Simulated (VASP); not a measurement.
Write the native input for VASP 6.6.1 that does the following.

```
Task                      : relaxation of the atoms
Functional                : PBE
Dispersion                : D3(BJ)
Potentials or basis       : VASP PAW PBE potentials, release 64 (Mg, O)
Cutoff                    : 520 eV
k mesh                    : 3 × 3 × 1
Occupations               : gaussian, width 0.05 eV
Spin                      : no spin polarisation
Dipole correction         : yes
Atoms held fixed (from 0) : [0, 1, 2, 3, 4, 5, 6, 7, 16, 17, 18, 19, 20, 21, 22, 23]
Further INCAR settings    : LREAL = Auto; ALGO = Normal; EDIFF = 1e-07; IBRION = 2; EDIFFG = -0.03; NSW = 90
```

The structure of MgO lies in POSCAR:

```
MgO
1.0
    5.9506164682      0.0000000000      0.0000000000
    0.0000000000      5.9506164682      0.0000000000
    0.0000000000      0.0000000000     22.3115818854
Mg O
16 16
Selective dynamics
Direct
    0.2500000000      0.2500000000      0.3585581713  F F F
    0.2500000000      0.7500000000      0.3585581713  F F F
    0.7500000000      0.2500000000      0.3585581713  F F F
    0.7500000000      0.7500000000      0.3585581713  F F F
    0.5000000000      0.5000000000      0.4528527238  F F F
    0.5000000000      0.0000000000      0.4528527238  F F F
    0.0000000000      0.5000000000      0.4528527238  F F F
    0.0000000000      0.0000000000      0.4528527238  F F F
    0.7500000000      0.7500000000      0.5471472762  T T T
    0.7500000000      0.2500000000      0.5471472762  T T T
    0.2500000000      0.7500000000      0.5471472762  T T T
    0.2500000000      0.2500000000      0.5471472762  T T T
    0.0000000000      0.0000000000      0.6414418287  T T T
    0.0000000000      0.5000000000      0.6414418287  T T T
    0.5000000000      0.0000000000      0.6414418287  T T T
    0.5000000000      0.5000000000      0.6414418287  T T T
    0.5000000000      0.5000000000      0.3585581713  F F F
    0.5000000000      0.0000000000      0.3585581713  F F F
    0.0000000000      0.5000000000      0.3585581713  F F F
    0.0000000000      0.0000000000      0.3585581713  F F F
    0.7500000000      0.7500000000      0.4528527238  F F F
    0.7500000000      0.2500000000      0.4528527238  F F F
    0.2500000000      0.7500000000      0.4528527238  F F F
    0.2500000000      0.2500000000      0.4528527238  F F F
    0.0000000000      0.0000000000      0.5471472762  T T T
    0.0000000000      0.5000000000      0.5471472762  T T T
    0.5000000000      0.0000000000      0.5471472762  T T T
    0.5000000000      0.5000000000      0.5471472762  T T T
    0.2500000000      0.2500000000      0.6414418287  T T T
    0.2500000000      0.7500000000      0.6414418287  T T T
    0.7500000000      0.2500000000      0.6414418287  T T T
    0.7500000000      0.7500000000      0.6414418287  T T T
```

The input as run:

INCAR

```
SYSTEM = MgO
PREC = Accurate ; ENCUT = 520
EDIFF = 1E-7 ; ISMEAR = 0
SIGMA = 0.05 ; LREAL = Auto
LASPH = .True. ; NELM = 60
ALGO = Normal ; ISIF = 2
LWAVE = .False. ; LCHARG = .False.
LDIPOL = .True. ; IDIPOL = 3
DIPOL = 0.5 0.5 0.500 ; GGA = PE
IVDW = 12 ; IBRION = 2
NSW = 90 ; EDIFFG = -0.03
KPAR = 2
```

KPOINTS

```
regular mesh
0
Gamma
  3 3 1
  0 0 0
```

Potentials or basis: VASP PAW PBE potentials, release 64 (Mg, O).

Launch:

```sh
$ cat potpaw_PBE.64/Mg/POTCAR potpaw_PBE.64/O/POTCAR > POTCAR
$ mpirun -np 2 vasp_std > vasp.out
```

Results of the run:

The energy gained by relaxing is 1.6 meV/atom. The ionic steps are 4, the band gap on the k mesh is 3.36 eV and the dispersion energy per atom is -0.220 eV.

It took 17 min on 2 MPI ranks on Intel(R) Xeon(R) Platinum 8259CL CPU @ 2.50GHz (Skylake/Cascade Lake), with other jobs on the host, peak memory 0.87 GiB a rank.
